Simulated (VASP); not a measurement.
# Na (a cell with a defect) in VASP: a series of runs, part 2 of 2

VASP 6.6.1.

## 3. Single point, PBEsol

Contents of INCAR:

```
SYSTEM = Na
PREC = Accurate
ENCUT = 520
EDIFF = 1E-7
ISMEAR = -1
SIGMA = 0.1
LREAL = Auto
LASPH = .TRUE.
NELM = 60
ALGO = Normal
ISIF = 2
LWAVE = .FALSE.
LCHARG = .FALSE.
GGA = PS
NBANDS = 74
```

Contents of KPOINTS:

```
Automatic mesh
0
G
  2 2 2
  0 0 0
```

Contents of POSCAR:

```
Na
1.0
    8.4600000000      0.0000000000      0.0000000000
    0.0000000000      8.4600000000      0.0000000000
    0.0000000000      0.0000000000      8.4600000000
Na
17
Direct
    0.0427541371     -0.0486052009     -0.0110401891
    0.5181087470      0.0887234043     -0.0769621749
   -0.0541134752      0.6014893617      0.0282978723
    0.0053309693     -0.0389598109      0.3780141844
    0.2949763593      0.2884988180      0.1947399527
    0.6538061466      0.5505082742     -0.0462056738
    0.4766193853      0.1150709220      0.4869739953
    0.7734633570      0.2719739953      0.3123640662
   -0.0850945626      0.5578250591      0.6186761229
    0.1737352246      0.6167375887      0.3662529551
    0.2494089835      0.2570094563      0.7847635934
    0.5567612293      0.5098581560      0.4825059102
    0.5926595745      0.8330851064      0.2894089835
    0.8478486998      0.1726950355      0.7174822695
    0.3093498818      0.6324113475      0.8929787234
    0.6806737589      0.8472695035      0.6952718676
    0.1945744681     -0.0797281324      0.6462765957
```

Potentials or basis: VASP PAW PBE potentials, release 64 (Na_pv).

Started as:

```console
cat potpaw_PBE.64/Na_pv/POTCAR > POTCAR
mpirun -np 1 vasp_std > vasp.out
```

OUTCAR:

```text
SYSTEM = Na
   PREC = Accurate
   ENCUT = 520
   EDIFF = 1E-7
   ISMEAR = -1
   LREAL = Auto
   LASPH = .TRUE.
   NELM = 60
   ISIF = 2
   GGA = PS

 ion  position               nearest neighbor table
   1  0.043  0.951  0.989-
   2  0.518  0.089  0.923-
   3  0.946  0.601  0.028-   6 2.59
   4  0.005  0.961  0.378-
   5  0.295  0.288  0.195-
   6  0.654  0.551  0.954-   3 2.59
   7  0.477  0.115  0.487-
   8  0.773  0.272  0.312-
   9  0.915  0.558  0.619-
  10  0.174  0.617  0.366-
  11  0.249  0.257  0.785-
  12  0.557  0.510  0.483-
  13  0.593  0.833  0.289-
  14  0.848  0.173  0.717-
  15  0.309  0.632  0.893-
  16  0.681  0.847  0.695-
  17  0.195  0.920  0.646-

  LATTYP: Found a simple cubic cell.
 ALAT       =     8.4600000000

  Lattice vectors:

 A1 = (   8.4600000000,   0.0000000000,   0.0000000000)
[... 188 lines left out ...]
  energy without entropy =      -21.04010554  energy(sigma->0) =      -21.22489344

 E-fermi :   0.2238     XC(G=0):  -6.5789

 val. band max:        0.1977122506   @ k =   0.5000   0.5000   0.0000
 cond. band min:       0.2429292109   @ k =   0.0000   0.5000   0.5000
 fundamental gap:      0.0452169603
 Fermi energy:         0.2237853087

 k-point     1 :       0.0000    0.0000    0.0000
  band No.  band energies     occupation
      1     -24.9180      2.00000
      2     -24.7377      2.00000
      3     -24.7240      2.00000
      4     -24.7055      2.00000
      5     -24.6875      2.00000
      6     -24.6714      2.00000
[... 581 lines left out ...]
     70       2.6418      0.00000
     71       2.7251      0.00000
 [bands above 71 left out]

------------------------ aborting loop because EDIFF is reached ----------------------------------------

  FORCE on cell =-STRESS in cart. coord.  units (eV):
  Direction    XX          YY          ZZ          XY          YZ          ZX
  --------------------------------------------------------------------------------------
  -------------------------------------------------------------------------------------
  Total        4.9583507      4.8192731      3.4194247     -1.2209808      0.1704451      0.3403920
  in kB       13.1200876     12.7520802      9.0479988     -3.2307871      0.4510077      0.9006974
  external PRESSURE =      11.6400555 kB  Pullay stress =       0.0000000 kB

 VOLUME and BASIS-vectors are now :
 -----------------------------------------------------------------------------
  energy-cutoff  :      520.00
  volume of cell :      605.50
      direct lattice vectors                 reciprocal lattice vectors
     8.460000000  0.000000000  0.000000000     0.118203310  0.000000000  0.000000000
     0.000000000  8.460000000  0.000000000     0.000000000  0.118203310  0.000000000
     0.000000000  0.000000000  8.460000000     0.000000000  0.000000000  0.118203310

 POSITION                                       TOTAL-FORCE (eV/Angst)
 -----------------------------------------------------------------------------------
      0.36170      8.04880      8.36660        -0.043331      0.216087      0.120884
      4.38320      0.75060      7.80890         0.201396     -0.151834      0.380163
      8.00220      5.08860      0.23940         0.586247     -0.153109      0.299139
      0.04510      8.13040      3.19800        -0.311817      0.100736     -0.244224
      2.49550      2.44070      1.64750        -0.114468     -0.028081     -0.030254
      5.53120      4.65730      8.06910        -0.649262     -0.415500     -0.074366
[... 9 lines left out ...]
      5.75850      7.16790      5.88200         0.011818     -0.193325     -0.054761
      1.64610      7.78550      5.46750         0.243451     -0.374160      0.222024
 -----------------------------------------------------------------------------------
    total drift:                               -0.000795     -0.001042     -0.000786

  FREE ENERGIE OF THE ION-ELECTRON SYSTEM (eV)
  ---------------------------------------------------
  free  energy   TOTEN  =       -21.4096813308 eV

  energy  without entropy=      -21.0401055406  energy(sigma->0) =      -21.22489344
```

OSZICAR:

```text
N       E                     dE             d eps       ncg     rms          rms(c)
DAV:   1     0.107817426635E+04    0.10782E+04   -0.62320E+04  1336   0.163E+03
DAV:   2     0.490079626664E+02   -0.10292E+04   -0.10175E+04  1184   0.452E+02
DAV:   3    -0.199265026352E+02   -0.68934E+02   -0.68106E+02  1346   0.151E+02
DAV:   4    -0.216118108306E+02   -0.16853E+01   -0.16790E+01  1268   0.238E+01
DAV:   5    -0.216506738556E+02   -0.38863E-01   -0.38860E-01  1352   0.380E+00    0.141E+00
DAV:   6    -0.214501048103E+02    0.20057E+00   -0.17654E-01  1316   0.396E+00    0.762E-01
DAV:   7    -0.214098232066E+02    0.40282E-01   -0.14853E-01  1352   0.318E+00    0.306E-01
DAV:   8    -0.214104426432E+02   -0.61944E-03   -0.52616E-02  1320   0.202E+00    0.150E-01
DAV:   9    -0.214096771060E+02    0.76554E-03   -0.50471E-03  1472   0.124E+00    0.665E-02
DAV:  10    -0.214096518914E+02    0.25215E-04   -0.14724E-03  1728   0.455E-01    0.178E-02
DAV:  11    -0.214096822848E+02   -0.30393E-04   -0.38193E-04  1336   0.170E-01    0.954E-03
DAV:  12    -0.214096808976E+02    0.13872E-05   -0.14082E-05  1840   0.431E-02    0.254E-03
DAV:  13    -0.214096813799E+02   -0.48229E-06   -0.63418E-06  1320   0.149E-02    0.105E-03
DAV:  14    -0.214096813308E+02    0.49136E-07   -0.36060E-07  1136   0.577E-03
   1 F= -.21409681E+02 E0= -.21224893E+02  d E =-.369576E+00
```

stdout:

```text
POSCAR found type information on POSCAR Na
 POSCAR found :  1 types and      17 ions
 scaLAPACK will be used
 -----------------------------------------------------------------------------
|                                                                             |
|                                                                             |
|     You enforced a specific xc type in the INCAR file but a different       |
|     I HOPE YOU KNOW WHAT YOU ARE DOING!                                     |
|                                                                             |
 -----------------------------------------------------------------------------

 LDA part: xc-table for (Slater+PW92), standard interpolation
 POSCAR, INCAR and KPOINTS ok, starting setup
 FFT: planning ... GRIDC
 FFT: planning ... GRID_SOFT
 FFT: planning ... GRID
 WAVECAR not read
 entering main loop
```

It took 12 min on 1 thread of Intel Xeon 8259CL, shared host; peak memory 0.64 GiB.

What came out:

```yaml
Free_energy: -21.4097 eV
Pressure: 1.2 GPa
Largest_force: 0.774 eV/Å
Band_gap_on_the_k_mesh: zero (an odd number of electrons rules out a gap without spin polarisation)
```

Forces in eV/Å, atoms in the order of the input:
```
Na  -0.043  0.216  0.121
Na   0.201 -0.152  0.380
Na   0.586 -0.153  0.299
Na  -0.312  0.101 -0.244
Na  -0.114 -0.028 -0.030
Na  -0.649 -0.415 -0.074
Na  -0.078  0.089  0.148
Na   0.271  0.003 -0.391
Na   0.170 -0.004  0.076
Na   0.231 -0.007 -0.099
Na  -0.302  0.496 -0.229
Na  -0.294  0.038  0.287
Na   0.088 -0.067 -0.356
Na   0.040  0.304 -0.006
Na  -0.050  0.147 -0.049
Na   0.012 -0.193 -0.055
Na   0.243 -0.374  0.222
```

Caveat: the k points lie up to 0.37 Å⁻¹ apart, too coarse for converged energies and pressures of a metal; the atoms stand as in a frame of molecular dynamics; the PAW data sets were made with another functional, which shifts forces and pressure a little.

The gap in the log of VASP goes by the Fermi energy; the results here count the filled bands.